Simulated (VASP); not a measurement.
Here is a VASP 6.6.1 calculation.

Contents of INCAR:

```
SYSTEM = GaAs
PREC = Accurate
ENCUT = 520
EDIFF = 1E-6
ISMEAR = 0
SIGMA = 0.05
LREAL = Auto
LASPH = .TRUE.
NELM = 100
ALGO = Normal
ISIF = 2
LWAVE = .FALSE.
LCHARG = .FALSE.
GGA = PE
NBANDS = 86
```

File KPOINTS:

```
Automatic mesh
0
G
  1 1 12
  0 0 0
```

The input POSCAR:

```
GaAs
1.0
   17.7000000000      0.0000000000      0.0000000000
    0.0000000000     18.0000000000      0.0000000000
    0.0000000000      0.0000000000      4.0437978231
Ga As
8 8
Direct
    0.7275335957      0.5599513192      0.5000000000
    0.6177800559      0.7006010236      0.0000000000
    0.4390325568      0.7237413691      0.5000000000
    0.2959989590      0.6158170550      0.0000000000
    0.2724664043      0.4400486808      0.5000000000
    0.3822199441      0.2993989764      0.0000000000
    0.5609674432      0.2762586309      0.5000000000
    0.7040010410      0.3841829450      0.0000000000
    0.7323314420      0.6319010103      0.0000000000
    0.5694342241      0.7548131846      0.5000000000
    0.3658633794      0.7284592513      0.0000000000
    0.2408679478      0.5682769870      0.5000000000
    0.2676685580      0.3680989897      0.0000000000
    0.4305657759      0.2451868154      0.5000000000
    0.6341366206      0.2715407487      0.0000000000
    0.7591320522      0.4317230130      0.5000000000
```

Potentials or basis: VASP PAW PBE potentials, release 64 (Ga_d, As).

The run is started by

```console
$ cat potpaw_PBE.64/Ga_d/POTCAR potpaw_PBE.64/As/POTCAR > POTCAR
$ mpirun -np 1 vasp_std > vasp.out
```

Problem. What does it give for the largest force?

Solution. 0.517 eV/Å.

Problem. Predict the band gap on the k mesh.

Solution. 1.39 eV (least direct gap 1.41 eV).

Forces in eV/Å, atoms in the order of the input:
```
Ga  -0.258 -0.106  0.000
Ga  -0.108 -0.259  0.000
Ga   0.106 -0.260  0.000
Ga   0.260 -0.108  0.000
Ga   0.258  0.106  0.000
Ga   0.108  0.259  0.000
Ga  -0.106  0.260  0.000
Ga  -0.260  0.108  0.000
As   0.429  0.283  0.000
As   0.106  0.504  0.000
As  -0.292  0.425  0.000
As  -0.506  0.104  0.000
As  -0.429 -0.283  0.000
As  -0.106 -0.504  0.000
As   0.292 -0.425  0.000
As   0.506 -0.104  0.000
```
